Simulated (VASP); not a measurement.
# GaN (Cm) in VASP: further runs

The runs below take GaN through single point, with PBE.

Everything below comes from runs of VASP 6.6.1. Logs are shortened: lines on timing, memory, paths and dates and some standing lists are left out, and cuts for length are marked.

## Step 1: The cell of the first run

Symmetry: Cm, No. 8, monoclinic system. The conventional cell has a = 5.520 Å, b = 3.187 Å, c = 3.187 Å, α = 90.00°, β = 125.26°, γ = 90.00°. Within 2.5 Å of Ga (site symmetry m) lie 4 N at 1.91 to 1.99 Å. Within 2.5 Å of N (site symmetry m) lie 4 Ga at 1.91 to 1.99 Å.

## Step 2: Single point, PBE (all N atoms moved -0.050 Å, as atom 2 along Cartesian [1 -1 0])

INCAR

```
SYSTEM = GaN
  PREC = Accurate
  ENCUT = 520
  EDIFF = 1E-6
  ISMEAR = 0
  SIGMA = 0.05
  LREAL = .FALSE.
  LASPH = .TRUE.
  NELM = 80
  ALGO = Normal
  ISIF = 2
  LWAVE = .FALSE.
  LCHARG = .TRUE.
  GGA = PE
  LELF = .TRUE.
  LVHAR = .TRUE.
  NBANDS = 16
```

KPOINTS

```
regular mesh
0
G
  10 10 10
  0 0 0
```

POSCAR

```
GaN
1.0
    0.0000000000      2.2535006075      2.2535006075
    2.2535006075      0.0000000000      2.2535006075
    2.2535006075      2.2535006075      0.0000000000
Ga N
1 1
Direct
    0.0000000000      0.0000000000      0.0000000000
    0.7656890746      0.7343109254      0.7500000000
```

Potentials or basis: VASP PAW PBE potentials, release 64 (Ga_d, N).

Run with:

```
cat potpaw_PBE.64/Ga_d/POTCAR potpaw_PBE.64/N/POTCAR > POTCAR
mpirun -np 1 vasp_std > vasp.out
```

OUTCAR:

```text
SYSTEM = GaN
   PREC = Accurate
   ENCUT = 520
   EDIFF = 1E-6
   ISMEAR = 0
   LREAL = .FALSE.
   LASPH = .TRUE.
   NELM = 80
   ISIF = 2
   GGA = PE

 ion  position               nearest neighbor table
   1  0.000  0.000  0.000-   2 1.91   2 1.95   2 1.95   2 1.99
   2  0.766  0.734  0.750-   1 1.91   1 1.95   1 1.95   1 1.99

  LATTYP: Found a face centered cubic cell.
 ALAT       =     4.5070012150

  Lattice vectors:

 A1 = (   0.0000000000,   2.2535006075,   2.2535006075)
 A2 = (   2.2535006075,   0.0000000000,   2.2535006075)
 A3 = (   2.2535006075,   2.2535006075,   0.0000000000)

Analysis of symmetry for initial positions (statically):
=====================================================================
 Subroutine PRICEL returns:
 Original cell was already a primitive cell.

 Routine SETGRP: Setting up the symmetry group for a
 face centered cubic supercell.

 Subroutine GETGRP returns: Found  2 space group operations
 (whereof  2 operations were pure point group operations)
 out of a pool of 48 trial point group operations.

The static configuration has the point symmetry C_1h.

Analysis of symmetry for dynamics (positions and initial velocities):
=====================================================================
 Subroutine PRICEL returns:
 Original cell was already a primitive cell.

 Routine SETGRP: Setting up the symmetry group for a
 face centered cubic supercell.

 Subroutine GETGRP returns: Found  2 space group operations
 (whereof  2 operations were pure point group operations)
 out of a pool of 48 trial point group operations.

The dynamic configuration has the point symmetry C_1h.

 Subroutine INISYM returns: Found  2 space group operations
 (whereof  2 operations are pure point group operations),
 and found     1 'primitive' translations

----------------------------------------------------------------------------------------

                                     Primitive cell

  volume of cell :      22.8877

  direct lattice vectors                    reciprocal lattice vectors
     0.000000000  2.253500607  2.253500607    -0.221877020  0.221877020  0.221877020
     2.253500607  0.000000000  2.253500607     0.221877020 -0.221877020  0.221877020
     2.253500607  2.253500607  0.000000000     0.221877020  0.221877020 -0.221877020

  length of vectors
     3.186931122  3.186931122  3.186931122     0.384302272  0.384302272  0.384302272

  position of ions in fractional coordinates (direct lattice)
     0.000000000  0.000000000  0.000000000
     0.765689075  0.734310925  0.750000000

  ion indices of the primitive-cell ions
   primitive index   ion index
                 1           1
                 2           2

----------------------------------------------------------------------------------------

 KPOINTS: regular mesh

Automatic generation of k-mesh.
 Grid dimensions read from file:
 generate k-points for:   10   10   10

 Generating k-lattice:

  Cartesian coordinates                     Fractional coordinates (reciprocal lattice)
    -0.022187702  0.022187702  0.022187702     0.100000000  0.000000000  0.000000000
     0.022187702 -0.022187702  0.022187702     0.000000000  0.100000000  0.000000000
     0.022187702  0.022187702 -0.022187702     0.000000000  0.000000000  0.100000000

  Length of vectors
     0.038430227  0.038430227  0.038430227

  Shift w.r.t. Gamma in fractional coordinates (k-lattice)
     0.000000000  0.000000000  0.000000000

 Subroutine IBZKPT returns following result:
 ===========================================

 Found    282 irreducible k-points:

 Following reciprocal coordinates:
            Coordinates               Weight
  0.000000  0.000000  0.000000      1.000000
  0.100000  0.000000  0.000000      2.000000
  0.000000  0.100000  0.000000      2.000000
  0.000000  0.000000  0.100000      4.000000
  0.200000  0.000000  0.000000      2.000000
  0.000000  0.200000  0.000000      2.000000
[... 16 lines left out ...]
  0.200000  0.100000  0.200000      4.000000
  0.100000  0.200000  0.000000      2.000000
 [... further k-points ...]
   k-points           NKPTS =    282   k-points in BZ     NKDIM =    282   number of bands    NBANDS=     16
   number of dos      NEDOS =    301   number of ions     NIONS =      2
   total plane-waves  NPLWV =  13824
   dimension x,y,z NGX =    24 NGY =   24 NGZ =   24
   dimension x,y,z NGXF=    48 NGYF=   48 NGZF=   48
   ions per type =               1   1
   NGX,Y,Z   is equivalent  to a cutoff of  12.52, 12.52, 12.52 a.u.
   NGXF,Y,Z  is equivalent  to a cutoff of  25.04, 25.04, 25.04 a.u.
 SYSTEM =  GaN
   PREC   = accura    normal or accurate (medium, high low for compatibility)
   ISTART =      0    job   : 0-new  1-cont  2-samecut
   ICHARG =      2    charge: 1-file 2-atom 10-const
   ISPIN  =      1    spin polarized calculation?
   LNONCOLLINEAR =      F non collinear calculations
   LSORBIT =      F    spin-orbit coupling
   LASPH  =      T    aspherical Exc in radial PAW
   ENCUT  =  520.0 eV  38.22 Ry    6.18 a.u.   5.93  5.93  5.93*2*pi/ulx,y,z
   NELM   =     80;   NELMIN=  2; NELMDL= -5     # of ELM steps
   EDIFF  = 0.1E-05   stopping-criterion for ELM
   LREAL  =      F    real-space projection
   EDIFFG = 0.1E-04   stopping-criterion for IOM
   NSW    =      0    number of steps for IOM
   IBRION =     -1    ionic relax: 0-MD 1-quasi-New 2-CG
   NFREE  =      0    steps in history (QN), initial steepest desc. (CG)
   ISIF   =      2    stress and relaxation
   ISYM   =      2    0-nonsym 1-usesym 2-fastsym
   POTIM  = 0.5000    time-step for ionic-motion
   TEBEG  =    0.0;   TEEND  =   0.0 temperature during run
   PSTRESS=    0.0 pullay stress
   NELECT =      18.0000    total number of electrons
   NUPDOWN=      -1.0000    fix difference up-down
   EMIN   =  10.00;   EMAX   =-10.00  energy-range for DOS
   EFERMI =   0.00;   METHOD = LEGACY
   ISMEAR =     0;   SIGMA  =   0.05  broadening in eV -4-tet -1-fermi 0-gaus
   EFERMI_NEDOS =   21; number of points for ismear=-14 and -15
   IALGO  =     38    algorithm
   IMIX   =      4    mixing-type and parameters
     AMIX     =   0.40;   BMIX     =  1.00
     AMIX_MAG =   1.60;   BMIX_MAG =  1.00
  volume/ion in A,a.u.               =      11.44        77.23
  Fermi-wavevector in a.u.,A,eV,Ry     =   1.511117  2.855596 31.068543  2.283473
  Thomas-Fermi vector in A             =   2.621216
   LORBIT       =      0    0 simple, 1 ext, 2 COOP (PROOUT), +10 PAW based schemes
   GGA     = PE    functional components
   LHFCALC =     F    Hartree Fock is set to
   AEXX    =    0.0000 exact exchange contribution
   IVDW    =     0    specifies the selected vdW correction
   LEPSILON=     F    determine dielectric tensor
   LRPA    =     F    only Hartree local field effects (RPA)
 non-spin polarized calculation
 Gauss-broadening in eV      SIGMA  =   0.05
  energy-cutoff  :      520.00
  volume of cell :       22.89
 maximum number of plane-waves:       636
   NGX = 11   NGY = 11   NGZ = 11

 number of electron      18.0000003 magnetization

 Free energy of the ion-electron system (eV)
  ---------------------------------------------------
  ext. energy  EPLUGINS =         0.00000000
  ---------------------------------------------------
  free energy    TOTEN  =       -12.12786727 eV

  energy without entropy =      -12.12786727  energy(sigma->0) =      -12.12786727

 E-fermi :   5.6171     XC(G=0): -11.6669

 val. band max:        5.3735156460   @ k =   0.0000   0.0000   0.0000
 cond. band min:       7.0063910260   @ k =   0.0000   0.0000   0.0000
 fundamental gap:      1.6328753801
 Fermi energy:         5.6170602198

 k-point     1 :       0.0000    0.0000    0.0000
  band No.  band energies     occupation
      1     -10.6613      2.00000
      2      -8.1780      2.00000
      3      -8.1640      2.00000
      4      -8.1468      2.00000
      5      -7.8459      2.00000
      6      -7.8451      2.00000
[... 8 lines left out ...]
     15      24.0193      0.00000
     16      24.1376      0.00000

 k-point     2 :       0.1000    0.0000    0.0000
  band No.  band energies     occupation
      1     -10.5542      2.00000
      2      -8.1661      2.00000
      3      -8.1515      2.00000
      4      -8.1048      2.00000
      5      -7.8473      2.00000
      6      -7.8462      2.00000
[... 8 lines left out ...]
     15      22.8703      0.00000
     16      22.9111      0.00000

 k-point     3 :       0.0000    0.1000    0.0000
  band No.  band energies     occupation
      1     -10.5488      2.00000
      2      -8.1492      2.00000
      3      -8.1492      2.00000
      4      -8.1243      2.00000
      5      -7.8471      2.00000
      6      -7.8465      2.00000
[... 8 lines left out ...]
     15      22.7999      0.00000
     16      22.8750      0.00000

 k-point     4 :       0.0000    0.0000    0.1000
  band No.  band energies     occupation
      1     -10.5515      2.00000
      2      -8.1651      2.00000
      3      -8.1441      2.00000
      4      -8.1133      2.00000
      5      -7.8473      2.00000
      6      -7.8463      2.00000
[... 8 lines left out ...]
     15      22.8381      0.00000
     16      22.8950      0.00000
[... 324 lines left out ...]
 k-point    22 :       0.1000    0.1000   -0.1000
  band No.  band energies     occupation
      1     -10.2951      2.00000
      2      -8.1248      2.00000
      3      -8.1075      2.00000
      4      -8.0054      2.00000
      5      -7.8521      2.00000
      6      -7.8311      2.00000
[... 8 lines left out ...]
     15      23.8952      0.00000
     16      24.0136      0.00000

 k-point    23 :       0.2000    0.1000    0.2000
  band No.  band energies     occupation
      1     -10.2978      2.00000
      2      -8.1381      2.00000
      3      -8.0989      2.00000
      4      -8.0026      2.00000
      5      -7.8504      2.00000
      6      -7.8310      2.00000
[... 8 lines left out ...]
     15      23.9322      0.00000
     16      24.0325      0.00000

 k-point    24 :       0.1000    0.2000    0.0000
  band No.  band energies     occupation
      1     -10.2882      2.00000
      2      -8.1058      2.00000
      3      -8.1025      2.00000
      4      -8.0263      2.00000
      5      -7.8552      2.00000
      6      -7.8306      2.00000
[... 8 lines left out ...]
     15      23.9055      0.00000
     16      23.9138      0.00000

 [... further k-points ...]
[... 5 lines left out ...]
  --------------------------------------------------------------------------------------
  -------------------------------------------------------------------------------------
  Total        0.7543198      0.7543198      0.7786065     -0.0466301     -0.3013531      0.3013534
  in kB       52.8035450     52.8035450     54.5036498     -3.2641774    -21.0951812     21.0952021
  external PRESSURE =      53.3702466 kB  Pullay stress =       0.0000000 kB

 VOLUME and BASIS-vectors are now :
 -----------------------------------------------------------------------------
  energy-cutoff  :      520.00
  volume of cell :       22.89
      direct lattice vectors                 reciprocal lattice vectors
     0.000000000  2.253500607  2.253500607    -0.221877020  0.221877020  0.221877020
     2.253500607  0.000000000  2.253500607     0.221877020 -0.221877020  0.221877020
     2.253500607  2.253500607  0.000000000     0.221877020  0.221877020 -0.221877020

 POSITION                                       TOTAL-FORCE (eV/Angst)
 -----------------------------------------------------------------------------------
      0.00000      0.00000      0.00000        -0.434754      0.434754     -0.067134
      3.34490      3.41561      3.38025         0.434754     -0.434754      0.067134
 -----------------------------------------------------------------------------------
    total drift:                               -0.000006     -0.000000      0.000026

  FREE ENERGIE OF THE ION-ELECTRON SYSTEM (eV)
  ---------------------------------------------------
  free  energy   TOTEN  =       -12.1278672682 eV

  energy  without entropy=      -12.1278672682  energy(sigma->0) =      -12.12786727
```

Wall time 65 s (1 thread of AMD EPYC 7R13 (Zen 3), shared host); peak memory 0.19 GiB.

What came out:

* Free energy: -12.1279 eV
* Pressure: 5.3 GPa
* Largest force: 0.618 eV/Å
* Band gap on the k mesh: 1.63 eV

Forces on the atoms (eV/Å):
```
Ga  -0.435  0.435 -0.067
N    0.435 -0.435  0.067
```

Stress tensor (GPa, compression positive):
```
 5.28 -0.33  2.11
-0.33  5.28 -2.11
 2.11 -2.11  5.45
```

Caveat: the cell differs from its parent crystal (all N atoms moved -0.050 Å, as atom 2 along Cartesian [1 -1 0]); the cell stands under pressure.

## Step 3: Single point, PBE (all N atoms moved +0.025 Å, as atom 2 along Cartesian [1 -1 0])

INCAR

```
PREC = Accurate
ENCUT = 520
EDIFF = 1E-6
ISMEAR = 0
SIGMA = 0.05
LREAL = False
LASPH = True
NELM = 80
ALGO = Normal
ISIF = 2
LWAVE = False
LCHARG = False
GGA = PE
NBANDS = 16
```

KPOINTS

```
Automatic mesh
0
Gamma
  10 10 10
```

POSCAR, as its differences from that of step 2:

```diff
@@ -9,2 +9,2 @@
     0.0000000000      0.0000000000      0.0000000000
-    0.7656890746      0.7343109254      0.7500000000
+    0.7421554627      0.7578445373      0.7500000000
```

Potentials or basis: VASP PAW PBE potentials, release 64 (Ga_d, N).

Run with:

```
cat potpaw_PBE.64/Ga_d/POTCAR potpaw_PBE.64/N/POTCAR > POTCAR
mpirun -np 1 vasp_std > vasp.out
```

Run time: 65 s. Hardware: 1 thread of AMD EPYC 7R13 (Zen 3), shared host; peak memory 0.19 GiB.

The run converged. Its results:

```
Free energy            : -12.1394 eV
Pressure               : 5.2 GPa
Largest force          : 0.307 eV/Å
Band gap on the k mesh : 1.68 eV
```

Forces on the atoms (eV/Å):
```
Ga   0.217 -0.217 -0.017
N   -0.217  0.217  0.017
```

Stress tensor (GPa, compression positive):
```
 5.14 -0.08 -1.05
-0.08  5.14  1.05
-1.05  1.05  5.18
```

Levels at points of the mesh, in eV from the valence-band top:
| k point | band 7 | band 8 | band 9 | band 10 | band 11 | band 12 |
| --- | --- | --- | --- | --- | --- | --- |
| (0.00, 0.00, 0.00) | -0.10 | -0.05 | 0.00 | 1.68 | 10.22 | 10.25 |
| (0.50, 0.00, 0.00) | -7.15 | -1.06 | -0.98 | 4.62 | 8.69 | 10.27 |
| (0.00, 0.50, 0.00) | -7.02 | -1.06 | -0.97 | 4.56 | 8.67 | 10.21 |
| (0.00, 0.00, 0.50) | -7.08 | -1.09 | -0.94 | 4.59 | 8.68 | 10.19 |
| (0.50, 0.50, 0.00) | -6.17 | -2.75 | -2.74 | 3.30 | 6.61 | 11.66 |
| (0.00, 0.50, 0.50) | -6.17 | -2.77 | -2.72 | 3.30 | 6.61 | 11.66 |

Caveat: the cell differs from its parent crystal (all N atoms moved +0.025 Å, as atom 2 along Cartesian [1 -1 0]); the cell stands under pressure.

## Step 4: Single point, PBE (all N atoms moved +0.087 Å, as atom 2 along Cartesian [1 -1 0])

INCAR

```
SYSTEM = GaN
  PREC = Accurate
  ENCUT = 520
  EDIFF = 1E-6
  ISMEAR = 0
  SIGMA = 0.05
  LREAL = .FALSE.
  LASPH = .TRUE.
  NELM = 100
  ALGO = Normal
  ISIF = 2
  LWAVE = .FALSE.
  LCHARG = .FALSE.
  GGA = PE
  NBANDS = 16
```

KPOINTS

```
Automatic mesh
0
G
  10 10 10
  0 0 0
```

POSCAR, as its differences from that of step 3:

```diff
@@ -9,2 +9,2 @@
     0.0000000000      0.0000000000      0.0000000000
-    0.7421554627      0.7578445373      0.7500000000
+    0.7225441195      0.7774558805      0.7500000000
```

Run with:

```
cat potpaw_PBE.64/Ga_d/POTCAR potpaw_PBE.64/N/POTCAR > POTCAR
mpirun -np 1 vasp_std > vasp.out
```

It took 62 s on 1 thread of AMD EPYC 7R13 (Zen 3), shared host; peak memory 0.19 GiB.

It converged, with:

```
Free energy            : -12.0960 eV
Pressure               : 5.8 GPa
Largest force          : 1.105 eV/Å
Band gap on the k mesh : 1.57 eV
```

Forces on the atoms (eV/Å):
```
Ga   0.767 -0.767 -0.206
N   -0.767  0.767  0.206
```

Stress tensor (GPa, compression positive):
```
 5.66 -1.00 -3.74
-1.00  5.66  3.74
-3.74  3.74  6.19
```

Levels at points of the mesh, in eV from the valence-band top:
```
           k point  band 7  band 8  band 9  band 10  band 11  band 12
(0.00, 0.00, 0.00)   -0.34   -0.14    0.00     1.57    10.06    10.14
(0.50, 0.00, 0.00)   -7.42   -1.26   -0.98     4.60     8.59    10.07
(0.00, 0.50, 0.00)   -6.96   -1.27   -0.97     4.37     8.53     9.84
(0.00, 0.00, 0.50)   -7.19   -1.36   -0.87     4.47     8.56     9.78
(0.50, 0.50, 0.00)   -6.30   -2.86   -2.80     3.18     6.47    11.53
(0.00, 0.50, 0.50)   -6.28   -2.93   -2.76     3.18     6.50    11.53
```

Caveat: the cell differs from its parent crystal (all N atoms moved +0.087 Å, as atom 2 along Cartesian [1 -1 0]); the cell stands under pressure; forces of over 1 eV/Å act on the atoms, so gaps and moduli don't describe the material at rest.

## Step 5: Single point, PBE (all N atoms moved +0.062 Å, as atom 2 along Cartesian [1 -1 0])

INCAR

```
SYSTEM = GaN
PREC = Accurate
ENCUT = 520
EDIFF = 1E-6
ISMEAR = 0
SIGMA = 0.05
LREAL = .False.
LASPH = .True.
NELM = 60
ALGO = Normal
ISIF = 2
LWAVE = .False.
LCHARG = .False.
GGA = PE
NBANDS = 16
```

KPOINTS

```
regular mesh
0
Gamma
  10 10 10
  0 0 0
```

POSCAR, as its differences from that of step 4:

```diff
@@ -9,2 +9,2 @@
     0.0000000000      0.0000000000      0.0000000000
-    0.7225441195      0.7774558805      0.7500000000
+    0.7303886568      0.7696113432      0.7500000000
```

Run with:

```
cat potpaw_PBE.64/Ga_d/POTCAR potpaw_PBE.64/N/POTCAR > POTCAR
mpirun -np 1 vasp_std > vasp.out
```

Run time: 66 s. Hardware: 1 thread of AMD EPYC 7R13 (Zen 3), shared host; peak memory 0.19 GiB.

The run converged. Its results:

| Quantity | Value |
| --- | --- |
| Free energy | -12.1192 eV |
| Pressure | 5.5 GPa |
| Largest force | 0.777 eV/Å |
| Band gap on the k mesh | 1.61 eV |

Forces in eV/Å, atoms in the order of the input:
```
Ga   0.545 -0.545 -0.105
N   -0.545  0.545  0.105
```

Stress tensor (GPa, compression positive):
```
 5.38 -0.51 -2.65
-0.51  5.38  2.65
-2.65  2.65  5.65
```

Levels at points of the mesh, in eV from the valence-band top:
| k point | band 7 | band 8 | band 9 | band 10 | band 11 | band 12 |
| --- | --- | --- | --- | --- | --- | --- |
| (0.00, 0.00, 0.00) | -0.25 | -0.11 | 0.00 | 1.61 | 10.11 | 10.18 |
| (0.50, 0.00, 0.00) | -7.32 | -1.18 | -0.98 | 4.61 | 8.63 | 10.15 |
| (0.00, 0.50, 0.00) | -6.98 | -1.18 | -0.98 | 4.45 | 8.58 | 9.99 |
| (0.00, 0.00, 0.50) | -7.15 | -1.25 | -0.90 | 4.52 | 8.61 | 9.93 |
| (0.50, 0.50, 0.00) | -6.25 | -2.82 | -2.79 | 3.23 | 6.53 | 11.58 |
| (0.00, 0.50, 0.50) | -6.24 | -2.87 | -2.75 | 3.23 | 6.54 | 11.58 |

Caveat: the cell differs from its parent crystal (all N atoms moved +0.062 Å, as atom 2 along Cartesian [1 -1 0]); the cell stands under pressure.

(Part 1 of 2 ends here.)
